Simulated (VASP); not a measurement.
# C (Fd-3m) in VASP: further runs

C is run at these levels: PBE, LDA, r2SCAN; tasks: single point.

Program: VASP 6.6.1. These are calculated values, not measurements. Logs are shortened: lines on timing, memory, paths and dates and some standing lists are left out, and cuts for length are marked.

### 1 The cell of the first run

Symmetry: Fd-3m, No. 227, cubic system. The conventional cell has a = 3.572 Å, b = 3.572 Å, c = 3.572 Å, α = 90.00°, β = 90.00°, γ = 90.00°. C (site symmetry -43m) has 4 C at 1.55 Å within 2.1 Å.

### 2 Single point, PBE

INCAR

```
SYSTEM = C
PREC = Accurate
ENCUT = 600
EDIFF = 1E-6
ISMEAR = 0
SIGMA = 0.01
LREAL = .FALSE.
LASPH = .TRUE.
NELM = 120
ALGO = Normal
ISIF = 2
LWAVE = .FALSE.
LCHARG = .TRUE.
GGA = PE
LELF = .TRUE.
LVHAR = .TRUE.
NBANDS = 11
GGA_COMPAT = .FALSE.
```

KPOINTS

```
Automatic mesh
0
G
  13 13 13
  0 0 0
```

POSCAR

```
C
1.0
    0.0000000000      1.7858109333      1.7858109333
    1.7858109333      0.0000000000      1.7858109333
    1.7858109333      1.7858109333      0.0000000000
C
2
Direct
    0.0000000000      0.0000000000      0.0000000000
    0.2500000002      0.2500000002      0.2500000002
```

Potentials or basis: VASP PAW PBE potentials, release 64 (C).

Launch:

```sh
> cat potpaw_PBE.64/C/POTCAR > POTCAR
> mpirun -np 1 vasp_std > vasp.out
```

OUTCAR:

```text
SYSTEM = C
   PREC = Accurate
   ENCUT = 600
   EDIFF = 1E-6
   ISMEAR = 0
   LREAL = .FALSE.
   LASPH = .TRUE.
   NELM = 120
   ISIF = 2
   GGA = PE

 ion  position               nearest neighbor table
   1  0.000  0.000  0.000-   2 1.55   2 1.55   2 1.55   2 1.55
   2  0.250  0.250  0.250-   1 1.55   1 1.55   1 1.55   1 1.55

  LATTYP: Found a face centered cubic cell.
 ALAT       =     3.5716218666

  Lattice vectors:

 A1 = (   0.0000000000,   1.7858109333,   1.7858109333)
 A2 = (   1.7858109333,   0.0000000000,   1.7858109333)
 A3 = (   1.7858109333,   1.7858109333,   0.0000000000)

Analysis of symmetry for initial positions (statically):
=====================================================================
 Subroutine PRICEL returns:
 Original cell was already a primitive cell.

 Routine SETGRP: Setting up the symmetry group for a
 face centered cubic supercell.

 Subroutine GETGRP returns: Found 48 space group operations
 (whereof 24 operations were pure point group operations)
 out of a pool of 48 trial point group operations.

The static configuration has the point symmetry T_d .
 The point group associated with its full space group is O_h .

Analysis of symmetry for dynamics (positions and initial velocities):
=====================================================================
 Subroutine PRICEL returns:
 Original cell was already a primitive cell.

 Routine SETGRP: Setting up the symmetry group for a
 face centered cubic supercell.

 Subroutine GETGRP returns: Found 48 space group operations
 (whereof 24 operations were pure point group operations)
 out of a pool of 48 trial point group operations.

The dynamic configuration has the point symmetry T_d .
 The point group associated with its full space group is O_h .

 Subroutine INISYM returns: Found 48 space group operations
 (whereof 24 operations are pure point group operations),
 and found     1 'primitive' translations

----------------------------------------------------------------------------------------

                                     Primitive cell

  volume of cell :      11.3903

  direct lattice vectors                    reciprocal lattice vectors
     0.000000000  1.785810933  1.785810933    -0.279984846  0.279984846  0.279984846
     1.785810933  0.000000000  1.785810933     0.279984846 -0.279984846  0.279984846
     1.785810933  1.785810933  0.000000000     0.279984846  0.279984846 -0.279984846

  length of vectors
     2.525518042  2.525518042  2.525518042     0.484947979  0.484947979  0.484947979

  position of ions in fractional coordinates (direct lattice)
     0.000000000  0.000000000  0.000000000
     0.250000000  0.250000000  0.250000000

  ion indices of the primitive-cell ions
   primitive index   ion index
                 1           1
                 2           2

----------------------------------------------------------------------------------------

 KPOINTS: Automatic mesh

Automatic generation of k-mesh.
 Grid dimensions read from file:
 generate k-points for:   13   13   13

 Generating k-lattice:

  Cartesian coordinates                     Fractional coordinates (reciprocal lattice)
    -0.021537296  0.021537296  0.021537296     0.076923077  0.000000000  0.000000000
     0.021537296 -0.021537296  0.021537296     0.000000000  0.076923077  0.000000000
     0.021537296  0.021537296 -0.021537296     0.000000000  0.000000000  0.076923077

  Length of vectors
     0.037303691  0.037303691  0.037303691

  Shift w.r.t. Gamma in fractional coordinates (k-lattice)
     0.000000000  0.000000000  0.000000000

 Subroutine IBZKPT returns following result:
 ===========================================

 Found     84 irreducible k-points:

 Following reciprocal coordinates:
            Coordinates               Weight
  0.000000  0.000000  0.000000      1.000000
  0.076923  0.000000  0.000000      8.000000
  0.153846  0.000000  0.000000      8.000000
  0.230769  0.000000  0.000000      8.000000
  0.307692  0.000000  0.000000      8.000000
  0.384615  0.000000  0.000000      8.000000
[... 16 lines left out ...]
  0.384615  0.153846  0.000000     24.000000
  0.461538  0.153846  0.000000     24.000000
 [... further k-points ...]
   k-points           NKPTS =     84   k-points in BZ     NKDIM =     84   number of bands    NBANDS=     11
   number of dos      NEDOS =    301   number of ions     NIONS =      2
   total plane-waves  NPLWV =   8000
   dimension x,y,z NGX =    20 NGY =   20 NGZ =   20
   dimension x,y,z NGXF=    40 NGYF=   40 NGZF=   40
   ions per type =               2
   NGX,Y,Z   is equivalent  to a cutoff of  13.17, 13.17, 13.17 a.u.
   NGXF,Y,Z  is equivalent  to a cutoff of  26.33, 26.33, 26.33 a.u.
 SYSTEM =  C
   PREC   = accura    normal or accurate (medium, high low for compatibility)
   ISTART =      0    job   : 0-new  1-cont  2-samecut
   ICHARG =      2    charge: 1-file 2-atom 10-const
   ISPIN  =      1    spin polarized calculation?
   LNONCOLLINEAR =      F non collinear calculations
   LSORBIT =      F    spin-orbit coupling
   LASPH  =      T    aspherical Exc in radial PAW
   ENCUT  =  600.0 eV  44.10 Ry    6.64 a.u.   5.04  5.04  5.04*2*pi/ulx,y,z
   NELM   =    120;   NELMIN=  2; NELMDL= -5     # of ELM steps
   EDIFF  = 0.1E-05   stopping-criterion for ELM
   LREAL  =      F    real-space projection
   EDIFFG = 0.1E-04   stopping-criterion for IOM
   NSW    =      0    number of steps for IOM
   IBRION =     -1    ionic relax: 0-MD 1-quasi-New 2-CG
   NFREE  =      0    steps in history (QN), initial steepest desc. (CG)
   ISIF   =      2    stress and relaxation
   ISYM   =      2    0-nonsym 1-usesym 2-fastsym
   POTIM  = 0.5000    time-step for ionic-motion
   TEBEG  =    0.0;   TEEND  =   0.0 temperature during run
   PSTRESS=    0.0 pullay stress
   NELECT =       8.0000    total number of electrons
   NUPDOWN=      -1.0000    fix difference up-down
   EMIN   =  10.00;   EMAX   =-10.00  energy-range for DOS
   EFERMI =   0.00;   METHOD = LEGACY
   ISMEAR =     0;   SIGMA  =   0.01  broadening in eV -4-tet -1-fermi 0-gaus
   EFERMI_NEDOS =   21; number of points for ismear=-14 and -15
   IALGO  =     38    algorithm
   IMIX   =      4    mixing-type and parameters
     AMIX     =   0.40;   BMIX     =  1.00
     AMIX_MAG =   1.60;   BMIX_MAG =  1.00
  volume/ion in A,a.u.               =       5.70        38.43
  Fermi-wavevector in a.u.,A,eV,Ry     =   1.455211  2.749950 28.812235  2.117640
  Thomas-Fermi vector in A             =   2.572272
   LORBIT       =      0    0 simple, 1 ext, 2 COOP (PROOUT), +10 PAW based schemes
   GGA     = PE    functional components
   LHFCALC =     F    Hartree Fock is set to
   AEXX    =    0.0000 exact exchange contribution
   IVDW    =     0    specifies the selected vdW correction
   LEPSILON=     F    determine dielectric tensor
   LRPA    =     F    only Hartree local field effects (RPA)
 non-spin polarized calculation
 Gauss-broadening in eV      SIGMA  =   0.01
  energy-cutoff  :      600.00
  volume of cell :       11.39
 maximum number of plane-waves:       388
   NGX =  9   NGY =  9   NGZ =  9

 number of electron       7.9999999 magnetization

 Free energy of the ion-electron system (eV)
  ---------------------------------------------------
  ext. energy  EPLUGINS =         0.00000000
  ---------------------------------------------------
  free energy    TOTEN  =       -18.19052490 eV

  energy without entropy =      -18.19052490  energy(sigma->0) =      -18.19052490

 E-fermi :   9.8381     XC(G=0): -13.2301

 val. band max:        9.6692359562   @ k =   0.0000   0.0000   0.0000
 cond. band min:      13.8028196730   @ k =   0.3846   0.3846   0.0000
 fundamental gap:      4.1335837168
 Fermi energy:         9.8380567533

 k-point     1 :       0.0000    0.0000    0.0000
  band No.  band energies     occupation
      1     -11.7521      2.00000
      2       9.6692      2.00000
      3       9.6692      2.00000
      4       9.6692      2.00000
      5      15.2482      0.00000
      6      15.2482      0.00000
      7      15.2482      0.00000
      8      22.9066      0.00000
      9      28.9119      0.00000
     10      36.1604      0.00000
     11      36.1604      0.00000

 k-point     2 :       0.0769    0.0000    0.0000
  band No.  band energies     occupation
      1     -11.5889      2.00000
      2       8.6075      2.00000
      3       9.3916      2.00000
      4       9.3916      2.00000
      5      15.6115      0.00000
      6      15.6115      0.00000
      7      15.8723      0.00000
      8      23.0494      0.00000
      9      29.1873      0.00000
     10      34.2059      0.00000
     11      34.2059      0.00000

 k-point     3 :       0.1538    0.0000    0.0000
  band No.  band energies     occupation
      1     -11.1003      2.00000
      2       6.3463      2.00000
      3       8.7657      2.00000
      4       8.7657      2.00000
      5      16.4352      0.00000
      6      16.4352      0.00000
      7      16.8880      0.00000
      8      23.4659      0.00000
      9      29.8001      0.00000
     10      32.6254      0.00000
     11      32.6254      0.00000

 k-point     4 :       0.2308    0.0000    0.0000
  band No.  band energies     occupation
      1     -10.2928      2.00000
      2       3.7535      2.00000
      3       8.0874      2.00000
      4       8.0874      2.00000
      5      17.2687      0.00000
      6      17.2687      0.00000
      7      17.6388      0.00000
      8      24.0745      0.00000
      9      30.2633      0.00000
     10      32.0166      0.00000
     11      32.0166      0.00000

 k-point     5 :       0.3077    0.0000    0.0000
  band No.  band energies     occupation
      1      -9.1795      2.00000
      2       1.1604      2.00000
      3       7.5139      2.00000
      4       7.5139      2.00000
      5      17.8189      0.00000
      6      17.8189      0.00000
      7      18.0901      0.00000
      8      24.6944      0.00000
      9      30.4736      0.00000
     10      32.4849      0.00000
     11      32.4849      0.00000
[... 211 lines left out ...]
 k-point    21 :       0.2308    0.1538    0.0000
  band No.  band energies     occupation
      1     -10.2908      2.00000
      2       5.4778      2.00000
      3       6.6494      2.00000
      4       7.3560      2.00000
      5      14.8730      0.00000
      6      19.3044      0.00000
      7      19.3486      0.00000
      8      21.9416      0.00000
      9      29.5048      0.00000
     10      30.8709      0.00000
     11      36.5819      0.00000

 k-point    22 :       0.3077    0.1538    0.0000
  band No.  band energies     occupation
      1      -9.3850      2.00000
      2       3.1067      2.00000
      3       6.1169      2.00000
      4       6.7081      2.00000
      5      15.6182      0.00000
      6      19.9792      0.00000
      7      20.0835      0.00000
      8      21.7277      0.00000
      9      30.2018      0.00000
     10      31.1789      0.00000
     11      36.2278      0.00000

 k-point    23 :       0.3846    0.1538    0.0000
  band No.  band energies     occupation
      1      -8.1861      2.00000
      2       0.6985      2.00000
      3       5.8219      2.00000
      4       5.9439      2.00000
      5      16.3042      0.00000
      6      20.3467      0.00000
      7      20.3499      0.00000
      8      22.2917      0.00000
      9      30.8413      0.00000
     10      31.5306      0.00000
     11      36.5941      0.00000

 k-point    24 :       0.4615    0.1538    0.0000
  band No.  band energies     occupation
      1      -6.7563      2.00000
      2      -1.5354      2.00000
      3       5.2510      2.00000
      4       5.7827      2.00000
      5      16.7366      0.00000
      6      20.2247      0.00000
      7      20.5098      0.00000
      8      23.5466      0.00000
      9      30.2223      0.00000
     10      32.8754      0.00000
     11      36.6790      0.00000

 [... further k-points ...]

------------------------ aborting loop because EDIFF is reached ----------------------------------------

  FORCE on cell =-STRESS in cart. coord.  units (eV):
  Direction    XX          YY          ZZ          XY          YZ          ZX
  --------------------------------------------------------------------------------------
  -------------------------------------------------------------------------------------
  Total       -0.0015828     -0.0015828     -0.0015828      0.0000000      0.0000000     -0.0000000
  in kB       -0.2226340     -0.2226340     -0.2226340      0.0000000      0.0000000     -0.0000000
  external PRESSURE =      -0.2226340 kB  Pullay stress =       0.0000000 kB

 VOLUME and BASIS-vectors are now :
 -----------------------------------------------------------------------------
  energy-cutoff  :      600.00
  volume of cell :       11.39
      direct lattice vectors                 reciprocal lattice vectors
     0.000000000  1.785810933  1.785810933    -0.279984846  0.279984846  0.279984846
     1.785810933  0.000000000  1.785810933     0.279984846 -0.279984846  0.279984846
     1.785810933  1.785810933  0.000000000     0.279984846  0.279984846 -0.279984846

 POSITION                                       TOTAL-FORCE (eV/Angst)
 -----------------------------------------------------------------------------------
      0.00000      0.00000      0.00000         0.000000      0.000000      0.000000
      0.89291      0.89291      0.89291        -0.000000     -0.000000     -0.000000
 -----------------------------------------------------------------------------------
    total drift:                               -0.000000     -0.000000     -0.000000

  FREE ENERGIE OF THE ION-ELECTRON SYSTEM (eV)
  ---------------------------------------------------
  free  energy   TOTEN  =       -18.1905249013 eV

  energy  without entropy=      -18.1905249013  energy(sigma->0) =      -18.19052490
```

Run time: 4.6 s. Hardware: 1 thread of Intel Xeon 6975P-C (Granite Rapids), shared host; peak memory 0.12 GiB.

What came out:

```
Free energy            : -18.1905 eV
Pressure               : 0.0 GPa
Band gap on the k mesh : 4.13 eV (least direct gap 5.58 eV)
```

Caveat: an odd mesh through Γ misses points on the zone boundary, where band edges can lie.

### 3 Single point, PBE

INCAR

```
PREC = Accurate ; ENCUT = 600
EDIFF = 1E-6 ; ISMEAR = -1
SIGMA = 0.01 ; LREAL = F
LASPH = T ; NELM = 120
ALGO = Normal ; ISIF = 2
LWAVE = F ; LCHARG = F
GGA = PE ; NBANDS = 11
GGA_COMPAT = F
```

KPOINTS

```
regular mesh
0
Gamma
  13 13 13
```

POSCAR is that of step 2.

Potentials or basis: VASP PAW PBE potentials, release 64 (C).

Launch:

```sh
> cat potpaw_PBE.64/C/POTCAR > POTCAR
> mpirun -np 1 vasp_std > vasp.out
```

Wall time 4.5 s (1 thread of Intel Xeon 6975P-C (Granite Rapids), shared host); peak memory 0.12 GiB.

The run converged. Its results:

* Free energy: -18.1905 eV
* Pressure: 0.0 GPa
* Band gap on the k mesh: 4.13 eV (least direct gap 5.58 eV)

Levels at points of the mesh, in eV from the valence-band top:
| k point | band 1 | band 2 | band 3 | band 4 | band 5 | band 6 | band 7 | band 8 |
| --- | --- | --- | --- | --- | --- | --- | --- | --- |
| (0.00, 0.00, 0.00) | -21.42 | 0.00 | 0.00 | 0.00 | 5.58 | 5.58 | 5.58 | 13.24 |

Caveat: an odd mesh through Γ misses points on the zone boundary, where band edges can lie.

[end of part 1 of 2]
